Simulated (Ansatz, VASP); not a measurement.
Two plane-wave programs on Si

File INCAR:

```
SYSTEM = Si
PREC = Accurate
ENCUT = 520
EDIFF = 1E-6
ISMEAR = 0
SIGMA = 0.1
LREAL = .FALSE.
LASPH = .TRUE.
NELM = 60
ALGO = Normal
ISIF = 2
LWAVE = .FALSE.
LCHARG = .FALSE.
GGA = PS
NBANDS = 16
```

The input KPOINTS:

```
Automatic mesh
0
G
  6 6 4
  0 0 0
```

POSCAR

```
Si
1.0
    3.8200000000      0.0000000000      0.0000000000
   -1.9100000000      3.3082170425      0.0000000000
    0.0000000000      0.0000000000      6.3200000000
Si
4
Direct
    0.3333333333      0.6666666667      0.0000000000
    0.6666666667      0.3333333333      0.5000000000
    0.3333333333      0.6666666667      0.3740000000
    0.6666666667      0.3333333333      0.8740000000
```

Input for Ansatz:

```yaml
crystal:
  lattice:
    - [3.82, 0.0, 0.0]
    - [-1.91, 3.3082170425, 0.0]
    - [0.0, 0.0, 6.32]
  atoms:
    - { symbol: Si, position: [0.3333333333, 0.6666666667, 0.0] }
    - { symbol: Si, position: [0.6666666667, 0.3333333333, 0.5] }
    - { symbol: Si, position: [0.3333333333, 0.6666666667, 0.374] }
    - { symbol: Si, position: [0.6666666667, 0.3333333333, 0.874] }
basis:
  ecutwfc: 420
kpoints:
  mp_grid: { grid: [6, 6, 4] }
hamiltonian:
  xc: pbesol
  pseudopotentials: { kind: paw, azcp: { folder: soft_1 } }
scf:
  occupations: { method: gaussian, width: 0.1 }
output:
  forces: true
  stress: true
  eigenvalues: true
```

Alike in both runs: task single point; functional PBEsol; k mesh 6 × 6 × 4; occupations gaussian, width 0.1 eV; no spin polarisation.

```csv
,VASP,Ansatz
version,VASP 6.6.1,Ansatz 0.2.0
potentials or method,"VASP PAW PBE potentials, release 64 (Si), cutoff 520 eV","scalar-relativistic, plane waves, PAW"
valence electrons in the cell,16,16
```

Ansatz gave:

* gap on the k mesh at the Fermi level (eV): 0.29
* least direct gap on the mesh (eV): 0.98
* pressure (GPa): 0.4
* traceless stress, the component that is largest in VASP (GPa): -0.28

Estimate VASP's values.

gap on the k mesh at the Fermi level (eV): 0.28; least direct gap on the mesh (eV): 0.98; pressure (GPa): 0.5; traceless stress, the component that is largest in VASP (GPa): -0.28.

VASP's potentials were made for PBE, not for PBEsol, and Ansatz warns of the same on its side.
